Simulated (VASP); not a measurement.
# MgO (P6_3mc) in VASP: single point with r2SCAN

Aim: the single point of MgO with r2SCAN.

All numbers are computed with VASP 6.6.1; they aren't measurements. Logs are shortened: lines on timing, memory, paths and dates and some standing lists are left out, and cuts for length are marked.

**1. The cell of the first run**

It takes space group P6_3mc (No. 186, hexagonal). The conventional cell has a = 3.308 Å, b = 3.308 Å, c = 4.983 Å, α = 90.00°, β = 90.00°, γ = 120.00°. Mg (site symmetry 3m) has 4 O at 1.97 to 1.99 Å within 2.6 Å. O (site symmetry 3m) has 4 Mg at 1.97 to 1.99 Å within 2.6 Å.

**2. Single point, r2SCAN**

The input, POSCAR:

```
MgO
1.0
    3.3077869865      0.0000000000      0.0000000000
   -1.6538934933      2.8646275606      0.0000000000
    0.0000000000      0.0000000000      4.9828816700
Mg O
2 2
Direct
    0.3333333300      0.6666666700      0.0021597400
    0.6666666700      0.3333333300      0.5021597400
    0.3333333300      0.6666666700      0.4024402600
    0.6666666700      0.3333333300      0.9024402600
```

The input, INCAR.step1:

```
  PREC = Accurate
  ENCUT = 520
  ISMEAR = 0
  SIGMA = 0.05
  LREAL = False
  LASPH = True
  NELM = 100
  NBANDS = 16
  GGA = PE
  ALGO = Normal
  EDIFF = 1E-4
  LWAVE = True
  LCHARG = False
```

The input, INCAR.step2:

```
  PREC = Accurate
  ENCUT = 520
  EDIFF = 1E-6
  ISMEAR = 0
  SIGMA = 0.05
  LREAL = False
  LASPH = True
  NELM = 100
  ALGO = Normal
  ISIF = 2
  LWAVE = False
  LCHARG = False
  METAGGA = R2SCAN
  LMIXTAU = True
  NBANDS = 16
  ISTART = 1
```

The input, KPOINTS:

```
regular mesh
0
Gamma
  12 12 6
```

Potentials or basis: VASP PAW PBE potentials, release 64 (Mg, O).

Launch:

```bash
$ cat potpaw_PBE.64/Mg/POTCAR potpaw_PBE.64/O/POTCAR > POTCAR
$ cp INCAR.step1 INCAR
$ mpirun -np 1 vasp_std > vasp.out
$ cp INCAR.step2 INCAR
$ mpirun -np 1 vasp_std > vasp.out
```

OUTCAR:

```text
PREC = Accurate
   ENCUT = 520
   EDIFF = 1E-6
   ISMEAR = 0
   LREAL = False
   LASPH = True
   NELM = 100
   ISIF = 2
   METAGGA = R2SCAN
   ISTART = 1

 ion  position               nearest neighbor table
   1  0.333  0.667  0.002-   4 1.97   4 1.97   4 1.97   3 1.99   2 3.14   2 3.14   2 3.14   2 3.14
                             2 3.14   2 3.14
   2  0.667  0.333  0.502-   3 1.97   3 1.97   3 1.97   4 1.99   1 3.14   1 3.14   1 3.14   1 3.14
                             1 3.14   1 3.14
   3  0.333  0.667  0.402-   2 1.97   2 1.97   2 1.97   1 1.99
   4  0.667  0.333  0.902-   1 1.97   1 1.97   1 1.97   2 1.99

  LATTYP: Found a hexagonal cell.
 ALAT       =     3.3077869865
 C/A-ratio  =     1.5064094787

  Lattice vectors:

 A1 = (   3.3077869865,   0.0000000000,   0.0000000000)
 A2 = (  -1.6538934933,   2.8646275606,   0.0000000000)
 A3 = (   0.0000000000,   0.0000000000,   4.9828816700)

Analysis of symmetry for initial positions (statically):
=====================================================================
 Subroutine PRICEL returns:
 Original cell was already a primitive cell.

 Routine SETGRP: Setting up the symmetry group for a
 hexagonal supercell.

 Subroutine GETGRP returns: Found 12 space group operations
 (whereof  6 operations were pure point group operations)
 out of a pool of 24 trial point group operations.

The static configuration has the point symmetry C_3v.
 The point group associated with its full space group is C_6v.

Analysis of symmetry for dynamics (positions and initial velocities):
=====================================================================
 Subroutine PRICEL returns:
 Original cell was already a primitive cell.

 Routine SETGRP: Setting up the symmetry group for a
 hexagonal supercell.

 Subroutine GETGRP returns: Found 12 space group operations
 (whereof  6 operations were pure point group operations)
 out of a pool of 24 trial point group operations.

The dynamic configuration has the point symmetry C_3v.
 The point group associated with its full space group is C_6v.

 Subroutine INISYM returns: Found 12 space group operations
 (whereof  6 operations are pure point group operations),
 and found     1 'primitive' translations

----------------------------------------------------------------------------------------

                                     Primitive cell

  volume of cell :      47.2157

  direct lattice vectors                    reciprocal lattice vectors
     3.307786987  0.000000000  0.000000000     0.302316928  0.174542760  0.000000000
    -1.653893493  2.864627561  0.000000000     0.000000000  0.349085519  0.000000000
     0.000000000  0.000000000  4.982881670     0.000000000  0.000000000  0.200687086

  length of vectors
     3.307786987  3.307786987  4.982881670     0.349085519  0.349085519  0.200687086

  position of ions in fractional coordinates (direct lattice)
     0.333333330  0.666666670  0.002159740
     0.666666670  0.333333330  0.502159740
     0.333333330  0.666666670  0.402440260
     0.666666670  0.333333330  0.902440260

  ion indices of the primitive-cell ions
   primitive index   ion index
                 1           1
                 2           2
                 3           3
                 4           4

----------------------------------------------------------------------------------------

 KPOINTS: regular mesh

Automatic generation of k-mesh.
 Grid dimensions read from file:
 generate k-points for:   12   12    6

 Generating k-lattice:

  Cartesian coordinates                     Fractional coordinates (reciprocal lattice)
     0.025193077  0.014545230  0.000000000     0.083333333  0.000000000  0.000000000
     0.000000000  0.029090460  0.000000000     0.000000000  0.083333333  0.000000000
     0.000000000  0.000000000  0.033447848     0.000000000  0.000000000  0.166666667

  Length of vectors
     0.029090460  0.029090460  0.033447848

  Shift w.r.t. Gamma in fractional coordinates (k-lattice)
     0.000000000  0.000000000  0.000000000

 Subroutine IBZKPT returns following result:
 ===========================================

 Found     76 irreducible k-points:

 Following reciprocal coordinates:
            Coordinates               Weight
  0.000000  0.000000  0.000000      1.000000
  0.083333  0.000000  0.000000      6.000000
  0.166667  0.000000  0.000000      6.000000
  0.250000  0.000000  0.000000      6.000000
  0.333333 -0.000000  0.000000      6.000000
  0.416667  0.000000  0.000000      6.000000
[... 16 lines left out ...]
  0.250000  0.000000  0.166667     12.000000
  0.333333 -0.000000  0.166667     12.000000
 [... further k-points ...]
   k-points           NKPTS =     76   k-points in BZ     NKDIM =     76   number of bands    NBANDS=     16
   number of dos      NEDOS =    301   number of ions     NIONS =      4
   total plane-waves  NPLWV =  31360
   dimension x,y,z NGX =    28 NGY =   28 NGZ =   40
   dimension x,y,z NGXF=    56 NGYF=   56 NGZF=   80
   ions per type =               2   2
   NGX,Y,Z   is equivalent  to a cutoff of  14.07, 14.07, 13.35 a.u.
   NGXF,Y,Z  is equivalent  to a cutoff of  28.15, 28.15, 26.69 a.u.
 SYSTEM =  unknown system
   PREC   = accura    normal or accurate (medium, high low for compatibility)
   ISTART =      1    job   : 0-new  1-cont  2-samecut
   ICHARG =      0    charge: 1-file 2-atom 10-const
   ISPIN  =      1    spin polarized calculation?
   LNONCOLLINEAR =      F non collinear calculations
   LSORBIT =      F    spin-orbit coupling
   LASPH  =      T    aspherical Exc in radial PAW
   ENCUT  =  520.0 eV  38.22 Ry    6.18 a.u.   6.15  6.15  9.26*2*pi/ulx,y,z
   NELM   =    100;   NELMIN=  2; NELMDL=  0     # of ELM steps
   EDIFF  = 0.1E-05   stopping-criterion for ELM
   LREAL  =      F    real-space projection
   EDIFFG = 0.1E-04   stopping-criterion for IOM
   NSW    =      0    number of steps for IOM
   IBRION =     -1    ionic relax: 0-MD 1-quasi-New 2-CG
   NFREE  =      0    steps in history (QN), initial steepest desc. (CG)
   ISIF   =      2    stress and relaxation
   ISYM   =      2    0-nonsym 1-usesym 2-fastsym
   POTIM  = 0.5000    time-step for ionic-motion
   TEBEG  =    0.0;   TEEND  =   0.0 temperature during run
   PSTRESS=    0.0 pullay stress
   NELECT =      16.0000    total number of electrons
   NUPDOWN=      -1.0000    fix difference up-down
   EMIN   =  10.00;   EMAX   =-10.00  energy-range for DOS
   EFERMI =   0.00;   METHOD = LEGACY
   ISMEAR =     0;   SIGMA  =   0.05  broadening in eV -4-tet -1-fermi 0-gaus
   EFERMI_NEDOS =   21; number of points for ismear=-14 and -15
   IALGO  =     38    algorithm
   IMIX   =      4    mixing-type and parameters
     AMIX     =   0.40;   BMIX     =  1.00
     AMIX_MAG =   1.60;   BMIX_MAG =  1.00
  volume/ion in A,a.u.               =      11.80        79.66
  Fermi-wavevector in a.u.,A,eV,Ry     =   1.141351  2.156842 17.724080  1.302683
  Thomas-Fermi vector in A             =   2.278052
   LORBIT       =      0    0 simple, 1 ext, 2 COOP (PROOUT), +10 PAW based schemes
   METAGGA = R2SCAN    functional components
   LHFCALC =     F    Hartree Fock is set to
   AEXX    =    0.0000 exact exchange contribution
   IVDW    =     0    specifies the selected vdW correction
   LEPSILON=     F    determine dielectric tensor
   LRPA    =     F    only Hartree local field effects (RPA)
 non-spin polarized calculation
 Gauss-broadening in eV      SIGMA  =   0.05
  energy-cutoff  :      520.00
  volume of cell :       47.22
 maximum number of plane-waves:      1303
 NGX is ok and might be reduce to    28
   NGX = 13   NGY = 13   NGZ = 19

 number of electron      15.9999997 magnetization

 Free energy of the ion-electron system (eV)
  ---------------------------------------------------
  ext. energy  EPLUGINS =         0.00000000
  ---------------------------------------------------
  free energy    TOTEN  =       -31.85340166 eV

  energy without entropy =      -31.85340166  energy(sigma->0) =      -31.85340166

 E-fermi :   0.9968     XC(G=0): -10.1989

 val. band max:        0.7369688008   @ k =   0.0000   0.0000   0.0000
 cond. band min:       4.8658651486   @ k =   0.0000   0.0000   0.0000
 fundamental gap:      4.1288963479
 Fermi energy:         0.9967619450

 k-point     1 :       0.0000    0.0000    0.0000
  band No.  band energies     occupation
      1     -16.4794      2.00000
      2     -15.6936      2.00000
      3      -2.5458      2.00000
      4      -0.0670      2.00000
      5      -0.0670      2.00000
      6       0.2757      2.00000
[... 8 lines left out ...]
     15      18.2696      0.00000
     16      18.2696      0.00000

 k-point     2 :       0.0833    0.0000    0.0000
  band No.  band energies     occupation
      1     -16.4453      2.00000
      2     -15.6821      2.00000
      3      -2.4785      2.00000
      4      -0.2289      2.00000
      5      -0.1155      2.00000
      6       0.0610      2.00000
[... 8 lines left out ...]
     15      18.2590      0.00000
     16      18.4294      0.00000

 k-point     3 :       0.1667    0.0000    0.0000
  band No.  band energies     occupation
      1     -16.3499      2.00000
      2     -15.6537      2.00000
      3      -2.2836      2.00000
      4      -0.7151      2.00000
      5      -0.3469      2.00000
      6      -0.2313      2.00000
[... 8 lines left out ...]
     15      17.3547      0.00000
     16      17.5755      0.00000

 k-point     4 :       0.2500    0.0000    0.0000
  band No.  band energies     occupation
      1     -16.2102      2.00000
      2     -15.6207      2.00000
      3      -1.9842      2.00000
      4      -1.3322      2.00000
      5      -0.7571      2.00000
      6      -0.3675      2.00000
[... 8 lines left out ...]
     15      16.6809      0.00000
     16      17.1158      0.00000
[... 324 lines left out ...]
 k-point    22 :       0.1667    0.0000    0.1667
  band No.  band energies     occupation
      1     -16.3053      2.00000
      2     -15.7026      2.00000
      3      -2.1886      2.00000
      4      -0.7313      2.00000
      5      -0.4075      2.00000
      6      -0.1990      2.00000
[... 8 lines left out ...]
     15      17.4151      0.00000
     16      17.4327      0.00000

 k-point    23 :       0.2500    0.0000    0.1667
  band No.  band energies     occupation
      1     -16.1716      2.00000
      2     -15.6610      2.00000
      3      -2.0102      2.00000
      4      -1.2960      2.00000
      5      -0.7573      2.00000
      6      -0.3284      2.00000
[... 8 lines left out ...]
     15      16.7078      0.00000
     16      17.1276      0.00000

 k-point    24 :       0.3333   -0.0000    0.1667
  band No.  band energies     occupation
      1     -16.0230      2.00000
      2     -15.6303      2.00000
      3      -2.0688      2.00000
      4      -1.5732      2.00000
      5      -0.9749      2.00000
      6      -0.4449      2.00000
[... 8 lines left out ...]
     15      16.2128      0.00000
     16      17.3429      0.00000

 [... further k-points ...]
[... 5 lines left out ...]
  --------------------------------------------------------------------------------------
  -------------------------------------------------------------------------------------
  Total       -0.3682891     -0.3682891     -0.2480973      0.0000000      0.0000000      0.0000000
  in kB      -12.4972128    -12.4972128     -8.4187252      0.0000000      0.0000000      0.0000000
  external PRESSURE =     -11.1377170 kB  Pullay stress =       0.0000000 kB

 VOLUME and BASIS-vectors are now :
 -----------------------------------------------------------------------------
  energy-cutoff  :      520.00
  volume of cell :       47.22
      direct lattice vectors                 reciprocal lattice vectors
     3.307786987  0.000000000  0.000000000     0.302316928  0.174542760  0.000000000
    -1.653893493  2.864627561  0.000000000     0.000000000  0.349085519  0.000000000
     0.000000000  0.000000000  4.982881670     0.000000000  0.000000000  0.200687086

 POSITION                                       TOTAL-FORCE (eV/Angst)
 -----------------------------------------------------------------------------------
     -0.00000      1.90975      0.01076        -0.000000     -0.000000      0.028279
      1.65389      0.95488      2.50220        -0.000000     -0.000000      0.028279
     -0.00000      1.90975      2.00531         0.000000     -0.000000     -0.028279
      1.65389      0.95488      4.49675         0.000000      0.000000     -0.028279
 -----------------------------------------------------------------------------------
    total drift:                               -0.000017      0.000010     -0.014641

  FREE ENERGIE OF THE ION-ELECTRON SYSTEM (eV)
  ---------------------------------------------------
  free  energy   TOTEN  =       -31.8534016629 eV

  energy  without entropy=      -31.8534016629  energy(sigma->0) =      -31.85340166
```

Run time: 3 min. Hardware: 1 thread of Intel Xeon Platinum 8259CL at 2.50GHz (Skylake/Cascade Lake), shared host; peak memory 0.21 GiB.

Results:

```
Free energy            : -31.8534 eV
Pressure               : -1.1 GPa
Largest force          : 0.028 eV/Å
Band gap on the k mesh : 4.13 eV, direct
```

Forces in eV/Å, atoms in the order of the input:
```
Mg   0.000  0.000  0.028
Mg   0.000  0.000  0.028
O    0.000  0.000 -0.028
O    0.000  0.000 -0.028
```

Levels at points of the mesh, in eV from the valence-band top:
```csv
k point,band 5,band 6,band 7,band 8,band 9,band 10,band 11,band 12
"(0.00, 0.00, 0.00)",-0.80,-0.46,-0.46,0.00,4.13,9.38,11.20,15.02
"(0.50, 0.00, 0.00)",-1.77,-1.34,-0.83,-0.53,8.47,8.84,10.05,11.72
"(0.00, 0.00, 0.50)",-0.64,-0.64,-0.64,-0.64,6.67,6.67,14.21,14.21
"(0.50, 0.00, 0.50)",-0.96,-0.96,-0.73,-0.73,8.09,8.09,11.75,11.75
```

Caveat: the PAW data sets were made with another functional, which shifts forces and pressure a little.
